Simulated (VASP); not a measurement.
# Sn3Te (Pm-3m) in VASP: a series of runs

The runs below take Sn3Te through single point, with PBE, PBE+D3(BJ).

Everything below comes from runs of VASP 6.6.1. Logs are shortened: lines on timing, memory, paths and dates and some standing lists are left out, and cuts for length are marked.

### Step 1. The cell of the first run

Symmetry: Pm-3m, No. 221, cubic system. The conventional cell has a = 4.866 Å, b = 4.866 Å, c = 4.866 Å, α = 90.00°, β = 90.00°, γ = 90.00°. Sn (site symmetry 4/mmm) has 8 Sn at 3.44 Å and 4 Te at 3.44 Å within 4.5 Å. Within 4.5 Å of Te (site symmetry m-3m) lie 12 Sn at 3.44 Å.

### Step 2. Single point, PBE

Contents of INCAR:

```
PREC     = Accurate       # precision mode
ENCUT    = 520            # plane-wave cutoff, eV
EDIFF    = 1E-6           # SCF threshold, eV
ISMEAR   = 0              # smearing method
SIGMA    = 0.1            # smearing width, eV
LREAL    = F              # projectors in reciprocal space
LASPH    = T              # aspherical terms in the spheres
NELM     = 100            # most SCF steps
ALGO     = Fast           # electronic algorithm
ISIF     = 2              # what is computed and relaxed
LWAVE    = F              # write WAVECAR
LCHARG   = F              # write CHGCAR
GGA      = PE             # functional
NBANDS   = 32             # bands
```

Contents of KPOINTS:

```
Automatic mesh
0
Gamma
  4 4 4
```

Contents of POSCAR:

```
Sn3Te
1.0
    4.8656220000      0.0000000000      0.0000000000
    0.0000000000      4.8656220000      0.0000000000
    0.0000000000      0.0000000000      4.8656220000
Sn Te
3 1
Direct
    0.5000000000      0.5000000000      0.0000000000
    0.5000000000      0.0000000000      0.5000000000
    0.0000000000      0.5000000000      0.5000000000
    0.0000000000      0.0000000000      0.0000000000
```

Potentials or basis: VASP PAW PBE potentials, release 64 (Sn_d, Te).

Launch:

```sh
$ cat potpaw_PBE.64/Sn_d/POTCAR potpaw_PBE.64/Te/POTCAR > POTCAR
$ mpirun -np 1 vasp_std > vasp.out
```

OUTCAR:

```text
PREC = Accurate
   ENCUT = 520
   EDIFF = 1E-6
   ISMEAR = 0
   LREAL = F
   LASPH = T
   NELM = 100
   ISIF = 2
   GGA = PE

 ion  position               nearest neighbor table
   1  0.500  0.500  0.000-   2 3.44   3 3.44   4 3.44   2 3.44   3 3.44   2 3.44   4 3.44   2 3.44
                             3 3.44   4 3.44   3 3.44   4 3.44
   2  0.500  0.000  0.500-   1 3.44   3 3.44   4 3.44   1 3.44   4 3.44   1 3.44   3 3.44   1 3.44
                             3 3.44   4 3.44   4 3.44   3 3.44
   3  0.000  0.500  0.500-   1 3.44   2 3.44   4 3.44   1 3.44   4 3.44   2 3.44   4 3.44   4 3.44
                             1 3.44   2 3.44   1 3.44   2 3.44
   4  0.000  0.000  0.000-   1 3.44   2 3.44   3 3.44   2 3.44   3 3.44   1 3.44   3 3.44   3 3.44
                             1 3.44   2 3.44   2 3.44   1 3.44

  LATTYP: Found a simple cubic cell.
 ALAT       =     4.8656220000

  Lattice vectors:

 A1 = (   4.8656220000,   0.0000000000,   0.0000000000)
 A2 = (   0.0000000000,   4.8656220000,   0.0000000000)
 A3 = (   0.0000000000,   0.0000000000,   4.8656220000)

Analysis of symmetry for initial positions (statically):
=====================================================================
 Subroutine PRICEL returns:
 Original cell was already a primitive cell.

 Routine SETGRP: Setting up the symmetry group for a
 simple cubic supercell.

 Subroutine GETGRP returns: Found 48 space group operations
 (whereof 48 operations were pure point group operations)
 out of a pool of 48 trial point group operations.

The static configuration has the point symmetry O_h .

Analysis of symmetry for dynamics (positions and initial velocities):
=====================================================================
 Subroutine PRICEL returns:
 Original cell was already a primitive cell.

 Routine SETGRP: Setting up the symmetry group for a
 simple cubic supercell.

 Subroutine GETGRP returns: Found 48 space group operations
 (whereof 48 operations were pure point group operations)
 out of a pool of 48 trial point group operations.

The dynamic configuration has the point symmetry O_h .

 Subroutine INISYM returns: Found 48 space group operations
 (whereof 48 operations are pure point group operations),
 and found     1 'primitive' translations

----------------------------------------------------------------------------------------

                                     Primitive cell

  volume of cell :     115.1901

  direct lattice vectors                    reciprocal lattice vectors
     4.865622000  0.000000000  0.000000000     0.205523569  0.000000000  0.000000000
     0.000000000  4.865622000  0.000000000     0.000000000  0.205523569  0.000000000
     0.000000000  0.000000000  4.865622000     0.000000000  0.000000000  0.205523569

  length of vectors
     4.865622000  4.865622000  4.865622000     0.205523569  0.205523569  0.205523569

  position of ions in fractional coordinates (direct lattice)
     0.500000000  0.500000000  0.000000000
     0.500000000  0.000000000  0.500000000
     0.000000000  0.500000000  0.500000000
     0.000000000  0.000000000  0.000000000

  ion indices of the primitive-cell ions
   primitive index   ion index
                 1           1
                 2           2
                 3           3
                 4           4

----------------------------------------------------------------------------------------

 KPOINTS: Automatic mesh

Automatic generation of k-mesh.
 Grid dimensions read from file:
 generate k-points for:    4    4    4

 Generating k-lattice:

  Cartesian coordinates                     Fractional coordinates (reciprocal lattice)
     0.051380892  0.000000000  0.000000000     0.250000000  0.000000000  0.000000000
     0.000000000  0.051380892  0.000000000     0.000000000  0.250000000  0.000000000
     0.000000000  0.000000000  0.051380892     0.000000000  0.000000000  0.250000000

  Length of vectors
     0.051380892  0.051380892  0.051380892

  Shift w.r.t. Gamma in fractional coordinates (k-lattice)
     0.000000000  0.000000000  0.000000000

 Subroutine IBZKPT returns following result:
 ===========================================

 Found     10 irreducible k-points:

 Following reciprocal coordinates:
            Coordinates               Weight
  0.000000  0.000000  0.000000      1.000000
  0.250000  0.000000  0.000000      6.000000
  0.500000  0.000000  0.000000      3.000000
  0.250000  0.250000  0.000000     12.000000
  0.500000  0.250000  0.000000     12.000000
  0.500000  0.500000  0.000000      3.000000
  0.250000  0.250000  0.250000      8.000000
  0.500000  0.250000  0.250000     12.000000
  0.500000  0.500000  0.250000      6.000000
  0.500000  0.500000  0.500000      1.000000
   k-points           NKPTS =     10   k-points in BZ     NKDIM =     10   number of bands    NBANDS=     32
   number of dos      NEDOS =    301   number of ions     NIONS =      4
   total plane-waves  NPLWV =  46656
   dimension x,y,z NGX =    36 NGY =   36 NGZ =   36
   dimension x,y,z NGXF=    72 NGYF=   72 NGZF=   72
   ions per type =               3   1
   NGX,Y,Z   is equivalent  to a cutoff of  12.30, 12.30, 12.30 a.u.
   NGXF,Y,Z  is equivalent  to a cutoff of  24.60, 24.60, 24.60 a.u.
 SYSTEM =  unknown system
   PREC   = accura    normal or accurate (medium, high low for compatibility)
   ISTART =      0    job   : 0-new  1-cont  2-samecut
   ICHARG =      2    charge: 1-file 2-atom 10-const
   ISPIN  =      1    spin polarized calculation?
   LNONCOLLINEAR =      F non collinear calculations
   LSORBIT =      F    spin-orbit coupling
   LASPH  =      T    aspherical Exc in radial PAW
   ENCUT  =  520.0 eV  38.22 Ry    6.18 a.u.   9.05  9.05  9.05*2*pi/ulx,y,z
   NELM   =    100;   NELMIN=  2; NELMDL= -5     # of ELM steps
   EDIFF  = 0.1E-05   stopping-criterion for ELM
   LREAL  =      F    real-space projection
   EDIFFG = 0.1E-04   stopping-criterion for IOM
   NSW    =      0    number of steps for IOM
   IBRION =     -1    ionic relax: 0-MD 1-quasi-New 2-CG
   NFREE  =      0    steps in history (QN), initial steepest desc. (CG)
   ISIF   =      2    stress and relaxation
   ISYM   =      2    0-nonsym 1-usesym 2-fastsym
   POTIM  = 0.5000    time-step for ionic-motion
   TEBEG  =    0.0;   TEEND  =   0.0 temperature during run
   PSTRESS=    0.0 pullay stress
   NELECT =      48.0000    total number of electrons
   NUPDOWN=      -1.0000    fix difference up-down
   EMIN   =  10.00;   EMAX   =-10.00  energy-range for DOS
   EFERMI =   0.00;   METHOD = LEGACY
   ISMEAR =     0;   SIGMA  =   0.10  broadening in eV -4-tet -1-fermi 0-gaus
   EFERMI_NEDOS =   21; number of points for ismear=-14 and -15
   IALGO  =     68    algorithm
   IMIX   =      4    mixing-type and parameters
     AMIX     =   0.40;   BMIX     =  1.00
     AMIX_MAG =   1.60;   BMIX_MAG =  1.00
  volume/ion in A,a.u.               =      28.80       194.34
  Fermi-wavevector in a.u.,A,eV,Ry     =   1.222785  2.310729 20.343484  1.495204
  Thomas-Fermi vector in A             =   2.357920
   LORBIT       =      0    0 simple, 1 ext, 2 COOP (PROOUT), +10 PAW based schemes
   GGA     = PE    functional components
   LHFCALC =     F    Hartree Fock is set to
   AEXX    =    0.0000 exact exchange contribution
   IVDW    =     0    specifies the selected vdW correction
   LEPSILON=     F    determine dielectric tensor
   LRPA    =     F    only Hartree local field effects (RPA)
 non-spin polarized calculation
 RMM-DIIS sequential band-by-band and
 Gauss-broadening in eV      SIGMA  =   0.10
  energy-cutoff  :      520.00
  volume of cell :      115.19
 maximum number of plane-waves:      3136
   NGX = 19   NGY = 19   NGZ = 19

 number of electron      48.0000021 magnetization

 Free energy of the ion-electron system (eV)
  ---------------------------------------------------
  ext. energy  EPLUGINS =         0.00000000
  ---------------------------------------------------
  free energy    TOTEN  =       -14.34501719 eV

  energy without entropy =      -14.33786710  energy(sigma->0) =      -14.34144215

 E-fermi :   7.6834     XC(G=0): -10.0680

 val. band max:        7.5317410632   @ k =   0.5000   0.5000   0.0000
 cond. band min:       7.7021871355   @ k =   0.5000   0.5000   0.0000
 fundamental gap:      0.1704460724
 Fermi energy:         7.6833528086

 k-point     1 :       0.0000    0.0000    0.0000
  band No.  band energies     occupation
      1     -14.0747      2.00000
      2     -14.0747      2.00000
      3     -14.0747      2.00000
      4     -14.0512      2.00000
      5     -14.0512      2.00000
      6     -14.0366      2.00000
[... 24 lines left out ...]
     31      12.4391      0.00000
     32      12.8232      0.00000

 k-point     2 :       0.2500    0.0000    0.0000
  band No.  band energies     occupation
      1     -14.0702      2.00000
      2     -14.0514      2.00000
      3     -14.0514      2.00000
      4     -14.0499      2.00000
      5     -14.0377      2.00000
      6     -14.0212      2.00000
[... 24 lines left out ...]
     31      12.5989      0.00000
     32      12.9347      0.00000

 k-point     3 :       0.5000    0.0000    0.0000
  band No.  band energies     occupation
      1     -14.0650      2.00000
      2     -14.0486      2.00000
      3     -14.0200      2.00000
      4     -14.0200      2.00000
      5     -14.0167      2.00000
      6     -14.0103      2.00000
[... 24 lines left out ...]
     31      11.2499      0.00000
     32      13.8063      0.00000

 k-point     4 :       0.2500    0.2500    0.0000
  band No.  band energies     occupation
      1     -14.0535      2.00000
      2     -14.0530      2.00000
      3     -14.0431      2.00000
      4     -14.0403      2.00000
      5     -14.0220      2.00000
      6     -14.0151      2.00000
[... 164 lines left out ...]
     31      11.9499      0.00000
     32      14.9293      0.00000

 k-point     9 :       0.5000    0.5000    0.2500
  band No.  band energies     occupation
      1     -14.0525      2.00000
      2     -14.0463      2.00000
      3     -14.0463      2.00000
      4     -14.0343      2.00000
      5     -14.0120      2.00000
      6     -14.0090      2.00000
[... 24 lines left out ...]
     31      12.8689      0.00000
     32      15.2459      0.00000

 k-point    10 :       0.5000    0.5000    0.5000
  band No.  band energies     occupation
      1     -14.0633      2.00000
      2     -14.0495      2.00000
      3     -14.0495      2.00000
      4     -14.0495      2.00000
      5     -14.0206      2.00000
      6     -14.0206      2.00000
[... 24 lines left out ...]
     31      13.0337      0.00000
     32      15.4052      0.00000

------------------------ aborting loop because EDIFF is reached ----------------------------------------

  FORCE on cell =-STRESS in cart. coord.  units (eV):
  Direction    XX          YY          ZZ          XY          YZ          ZX
  --------------------------------------------------------------------------------------
  -------------------------------------------------------------------------------------
  Total       -0.0569536     -0.0569536     -0.0569536      0.0000000      0.0000000     -0.0000000
  in kB       -0.7921674     -0.7921674     -0.7921674      0.0000000      0.0000000     -0.0000000
  external PRESSURE =      -0.7921674 kB  Pullay stress =       0.0000000 kB

 VOLUME and BASIS-vectors are now :
 -----------------------------------------------------------------------------
  energy-cutoff  :      520.00
  volume of cell :      115.19
      direct lattice vectors                 reciprocal lattice vectors
     4.865622000  0.000000000  0.000000000     0.205523569  0.000000000  0.000000000
     0.000000000  4.865622000  0.000000000     0.000000000  0.205523569  0.000000000
     0.000000000  0.000000000  4.865622000     0.000000000  0.000000000  0.205523569

 POSITION                                       TOTAL-FORCE (eV/Angst)
 -----------------------------------------------------------------------------------
      2.43281      2.43281      0.00000         0.000000      0.000000      0.000000
      2.43281      0.00000      2.43281         0.000000      0.000000      0.000000
      0.00000      2.43281      2.43281         0.000000      0.000000      0.000000
      0.00000      0.00000      0.00000         0.000000      0.000000      0.000000
 -----------------------------------------------------------------------------------
    total drift:                                0.000000      0.000000      0.000000

  FREE ENERGIE OF THE ION-ELECTRON SYSTEM (eV)
  ---------------------------------------------------
  free  energy   TOTEN  =       -14.3450171892 eV

  energy  without entropy=      -14.3378671010  energy(sigma->0) =      -14.34144215
```

It took 33 s on 1 thread of AMD EPYC 7R13 (Zen 3), shared host; peak memory 0.18 GiB.

What came out:

* Free energy: -14.3450 eV
* Pressure: -0.1 GPa
* Band gap on the k mesh: zero (band 24 reaches 10.50 eV, above the bottom of band 25 at 7.30 eV)

Levels at points of the mesh, in eV from the Fermi level:
```tsv
k point	band 21	band 22	band 23	band 24	band 25	band 26	band 27	band 28
(0.00, 0.00, 0.00)	-4.23	-4.23	0.36	0.36	0.36	1.86	1.86	1.86
(0.50, 0.00, 0.00)	-3.11	-1.80	-1.80	-1.54	-0.39	1.79	2.05	2.32
(0.50, 0.50, 0.00)	-1.96	-1.96	-1.95	-0.80	-0.15	-0.15	0.02	3.40
(0.50, 0.50, 0.50)	-5.20	-5.20	-4.41	2.82	2.82	2.82	5.31	5.31
```

Caveat: spin-orbit coupling is left out, which moves the levels of the heavy elements.

[end of part 1 of 2]
